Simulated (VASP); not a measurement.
Si16Ge (a cell with a defect), 17 atoms in the cell. The cell holds a defect, 17 atoms: a = 7.679 Å, b = 7.679 Å, c = 7.679 Å, α = 60.00°, β = 60.00°, γ = 60.00°. 

| Item | Value |
| --- | --- |
| Program | VASP 6.6.1 |
| Task | relaxation of the atoms |
| Functional | LDA |
| Potentials or basis | VASP PAW LDA potentials, release 64 (Si, Ge_d) |
| Cutoff | 520 eV |
| k mesh | 2 × 2 × 2 |
| Occupations | fermi-dirac, width 0.05 eV |
| Spin | no spin polarisation |
| Dipole correction | no |
| Further INCAR settings | LREAL = Auto; ALGO = Normal; EDIFF = 1e-07; IBRION = 2; EDIFFG = -0.03; NSW = 80 |

Potentials or basis: VASP PAW LDA potentials, release 64 (Si, Ge_d).

Command:

```bash
$ cat potpaw_LDA.64/Si/POTCAR potpaw_LDA.64/Ge_d/POTCAR > POTCAR
$ mpirun -np 1 vasp_std > vasp.out
```

Hardware: 1 thread of Oxide Virtual Turin-like Processor, on a shared host.

**Question.** Estimate the wall time of this run.

**Answer.** Run time: 23 min on 1 thread of Oxide Virtual Turin-like Processor, with other jobs on the host, peak memory 0.39 GiB. Counts: scf iterations 54, k points 8, ion steps 7.
